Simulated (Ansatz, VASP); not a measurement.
**Si in VASP and in Ansatz**

```
Si
1.0
     0.00000    5.43000    5.43000
     5.43000    0.00000    5.43000
     5.43000    5.43000    0.00000
Si
17
Direct
  0.99629 0.00380 0.00355
  0.12620 0.12528 0.12458
  0.99662 0.00349 0.49691
  0.12266 0.13105 0.62343
  0.99680 0.49746 0.00299
  0.12265 0.62373 0.13090
  0.99966 0.50029 0.50016
  0.12292 0.62346 0.62300
  0.49975 0.00039 0.00003
  0.62381 0.12528 0.12468
  0.50278 0.00342 0.49701
  0.62412 0.12517 0.62638
  0.50265 0.49746 0.00302
  0.62428 0.62666 0.12464
  0.50280 0.49732 0.49695
  0.63039 0.62344 0.62310
  0.24951 0.75059 0.75014
```

Alike in both runs: functional LDA; k mesh 2 × 2 × 2; occupations fermi-dirac, width 0.02 eV; no spin polarisation.

Ansatz relaxed the structure, and its values are those at the end. VASP's run is a single point on that final structure, the one shown.

```csv
,VASP,Ansatz
version,VASP 6.6.1,Ansatz 0.2.0
potentials or method,"VASP PAW LDA potentials, release 64 (Si), cutoff 400 eV","scalar-relativistic, plane waves, PAW"
valence electrons in the cell,68,68
```

VASP gave:

| Quantity | Value |
| --- | --- |
| rms of the force components (eV/Å) | 0.008 |

Problem. What did Ansatz give for the same quantities?

Solution. rms of the force components (eV/Å): 0.007.

Ansatz warns that its potentials were made for another functional, while VASP's fit it. LDA's correlation is that of Perdew and Zunger in VASP and of Perdew and Wang (1992) in Ansatz.

The k mesh is coarse, so the values compare programs but aren't converged.
